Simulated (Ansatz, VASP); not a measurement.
**Al8N in VASP and in Ansatz**

```
Al N
1.0
     2.85432    0.00000    0.00000
    -1.42716    2.47192    0.00000
     0.00000    0.00000   33.47606
Al N
8 1
Direct
  0.33333 0.66667 0.11949
  0.00000 0.00000 0.18956
  0.66667 0.33333 0.25964
  0.00000 0.00000 0.32971
  0.33333 0.66667 0.39922
  0.00000 0.00000 0.46965
  0.66667 0.33333 0.54010
  0.00000 0.00000 0.61166
  0.88889 0.11111 0.65080
```

Alike in both runs: task single point; functional PBE; k mesh 9 × 9 × 1; occupations gaussian, width 0.1 eV; no spin polarisation.

|  | VASP | Ansatz |
| --- | --- | --- |
| version | VASP 6.6.1 | Ansatz 0.2.0 |
| potentials or method | VASP PAW PBE potentials, release 64 (Al, N), cutoff 520 eV | scalar-relativistic, plane waves, PAW |
| valence electrons in the cell | 29 | 29 |

|  | VASP | Ansatz | Ansatz less VASP |
| --- | --- | --- | --- |
| gap on the k mesh at the Fermi level (eV) | none | none | - |
| rms of the force components (eV/Å) | 5.614 | 5.670 | +0.0559 |
| work function, face that differs most (eV) | 8.88 | 8.90 | +0.024 |

Atom by atom the forces differ by 0.056 eV/Å (rms over components). A gap of «none» marks a metal or a gap that the smearing closes. Ansatz's warnings: xc potential rough in thin density.
